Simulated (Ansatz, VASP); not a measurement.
# SiO2: VASP beside Ansatz

```
CELL_PARAMETERS angstrom
4.16670 0.00000 0.00000
0.00000 4.16670 0.00000
0.00000 0.00000 2.63786
ATOMIC_POSITIONS crystal
Si 0.00000 0.00000 0.00000
Si 0.50000 0.50000 0.50000
O 0.30526 0.30526 0.00000
O 0.19474 0.80526 0.50000
O 0.69474 0.69474 0.00000
O 0.80526 0.19474 0.50000
```

Change from the starting cell: z stretched by -1 %, ions relaxed.

Alike in both runs: functional PBE; k mesh 7 × 7 × 11; occupations fermi-dirac, width 0.02 eV; no spin polarisation.

Ansatz relaxed the structure, and its values are those at the end. VASP's run is a single point on that final structure, the one shown.

```csv
,VASP,Ansatz
version,VASP 6.6.1,Ansatz 0.2.0
potentials or method,"VASP PAW PBE potentials, release 64 (Si, O)","plane-wave PAW, scalar-relativistic"
plane-wave cutoff (eV),520,420
valence electrons in the cell,32,32
```

VASP gave:

```
gap on the k mesh at the Fermi level (eV) : 5.90
pressure (GPa)                            : 16.9
rms of the force components (eV/Å)        : 0.018
```

Question: What did Ansatz give for the same quantities?

Answer: gap on the k mesh at the Fermi level (eV): 5.92; pressure (GPa): 16.7; rms of the force components (eV/Å): 0.008.

With one functional, cell and mesh, what is left measures potentials, basis and numerics. Ansatz's warnings: stress scf threshold loose.
